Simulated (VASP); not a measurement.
**AlHCl4: single point with PBE**

The system is AlHCl4.

```
Al H Cl
1.0
     6.02349    0.00000    0.00000
    -3.01174    5.21649    0.00000
     0.00000    0.00000    4.54204
Al H Cl
1 1 4
Direct
  0.00000 0.00000 0.00000
  0.33333 0.66667 0.00000
  0.66667 0.33333 0.00000
  0.50092 0.00184 0.50000
  0.99816 0.49908 0.50000
  0.50092 0.49908 0.50000
```

| Quantity | Value |
| --- | --- |
| Program | VASP 6.6.1 |
| Task | single point |
| Functional | PBE |
| Potentials or basis | VASP PAW PBE potentials, release 64 (Al, H, Cl) |
| Cutoff | 520 eV |
| k mesh | 3 × 3 × 4 |
| Occupations | gaussian, width 0.1 eV |
| Spin | no spin polarisation |

```json
{
 "Pressure": "0.0 GPa",
 "Largest force": "0.571 eV/Å",
 "Band gap on the k mesh": "zero (band 16 reaches 1.07 eV, above the bottom of band 17 at 0.92 eV)"
}
```

Forces on the atoms (eV/Å):
```
Al   0.000  0.000  0.000
H    0.000  0.000  0.000
Cl   0.000  0.000  0.000
Cl   0.000 -0.571  0.000
Cl   0.495  0.286  0.000
Cl  -0.495  0.286  0.000
```

Stress tensor (GPa, compression positive):
```
 0.07  0.00  0.00
 0.00  0.07  0.00
 0.00  0.00 -0.08
```

Levels at points of the mesh, in eV from the Fermi level:
| k point | band 13 | band 14 | band 15 | band 16 | band 17 | band 18 | band 19 | band 20 |
| --- | --- | --- | --- | --- | --- | --- | --- | --- |
| (0.00, 0.00, 0.00) | -1.69 | -0.40 | -0.18 | -0.18 | 0.12 | 0.12 | 3.76 | 3.76 |
| (0.00, 0.00, 0.50) | -0.38 | -0.31 | -0.31 | 0.06 | 0.06 | 0.37 | 1.89 | 3.27 |

It took 23 s on 1 thread of Intel(R) Xeon(R) 6975P-C (Granite Rapids) (shared host), peak memory 0.26 GiB.

Caveat: the k points lie up to 0.40 Å⁻¹ apart.
